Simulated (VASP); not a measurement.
Set up this calculation in VASP 6.6.1, as the native input.

```yaml
Task: single point
Functional: PBE
Potentials_or_basis: VASP PAW PBE potentials, release 64 (Ga_d)
Cutoff: 520 eV
k_mesh: 20 × 20 × 20
Occupations: gaussian, width 0.1 eV
Spin: no spin polarisation
Dipole_correction: no
Further_INCAR_settings: ALGO = Normal; EDIFF = 1e-07; NBANDS = 12
```

The structure of Ga lies in POSCAR:

```
Ga
1.0
    2.7161341731      0.0000000000      0.0000000000
    0.0000000000      2.7161341731      0.0000000000
    0.0000000000      0.0000000000      2.7171847977
Ga
1
Direct
    0.0000000000      0.0000000000      0.0000000000
```

The input as run:

INCAR

```
SYSTEM = Ga
PREC = Accurate
ENCUT = 520
EDIFF = 1E-7
ISMEAR = 0
SIGMA = 0.1
LREAL = .False.
LASPH = .True.
NELM = 100
ALGO = Normal
ISIF = 2
LWAVE = .False.
LCHARG = .True.
GGA = PE
LELF = .True.
LVHAR = .True.
NBANDS = 12
```

KPOINTS

```
regular mesh
0
Gamma
  20 20 20
  0 0 0
```

Potentials or basis: VASP PAW PBE potentials, release 64 (Ga_d).

Command:

```sh
$ cat potpaw_PBE.64/Ga_d/POTCAR > POTCAR
$ mpirun -np 1 vasp_std > vasp.out
```

It gave:

The pressure is 0.1 GPa.

It took 100 s on 1 thread of Intel(R) Xeon(R) Platinum 8259CL CPU @ 2.50GHz (Skylake/Cascade Lake), with other jobs on the host, peak memory 0.26 GiB.
